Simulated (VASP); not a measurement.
The system is LiF.

```
Li F
1.0
    -0.02487    1.97000    1.97000
     1.97000   -0.02487    1.97000
     1.97000    1.97000   -0.02487
Li F
1 1
Direct
  0.00000 0.00000 0.00000
  0.50000 0.50000 0.50000
```

This cell differs from its parent crystal: strain along [111] -1.9%.

Base run:

| Quantity | Value |
| --- | --- |
| Program | VASP 6.6.1 |
| Functional | PBE |
| Potentials or basis | VASP PAW PBE potentials, release 64 (Li_sv, F) |
| Cutoff | 520 eV |
| k mesh | 10 × 10 × 10 |
| Occupations | fermi-dirac, width 0.02 eV |
| Spin | no spin polarisation |

Its results: band gap on the k mesh 9.45 eV, direct.

Task: The run is repeated on the same cell with these changes: functional from PBE to r2SCAN; occupations from fermi-dirac, width 0.02 eV to gaussian, width 0.01 eV. What comes out?

Result: Band gap on the k mesh 10.67 eV, direct.

A k mesh can miss the band edges.
